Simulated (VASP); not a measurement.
A run of VASP 6.6.1 is set up as follows.

The input INCAR:

```
SYSTEM = ZnF2
  ALGO = Normal
  EDIFF = 1E-6
  ENCUT = 600
  GGA = PS
  GGA_COMPAT = .FALSE.
  ISIF = 2
  ISMEAR = 0
  LASPH = .TRUE.
  LCHARG = .TRUE.
  LELF = .TRUE.
  LREAL = .FALSE.
  LVHAR = .TRUE.
  LWAVE = .FALSE.
  NBANDS = 35
  NELM = 120
  PREC = Accurate
  SIGMA = 0.02
```

The input KPOINTS:

```
k-points
0
G
  6 6 8
  0 0 0
```

Contents of POSCAR:

```
ZnF2
1.0
    4.7171584267      0.0000000000      0.0000000000
    0.0000000000      4.7171584267      0.0000000000
    0.0000000000      0.0000000000      3.1286502739
Zn F
2 4
Direct
    0.5000000000      0.5000000000      0.5000000000
    0.0000000000      0.0000000000      0.0000000000
    0.6961638919      0.6961638919      0.0000000000
    0.8038361081      0.1961638919      0.5000000000
    0.3038361081      0.3038361081      0.0000000000
    0.1961638919      0.8038361081      0.5000000000
```

Potentials or basis: VASP PAW PBE potentials, release 64 (Zn, F).

Run with:

```bash
$ cat potpaw_PBE.64/Zn/POTCAR potpaw_PBE.64/F/POTCAR > POTCAR
$ mpirun -np 1 vasp_std > vasp.out
```

(1) What does it give for the band gap on the k mesh?

(2) What does it give for the largest force?

Answers

(1) 3.37 eV, direct.

(2) 0.014 eV/Å.

Caveat: the PAW data sets were made with another functional, which shifts forces and pressure a little.
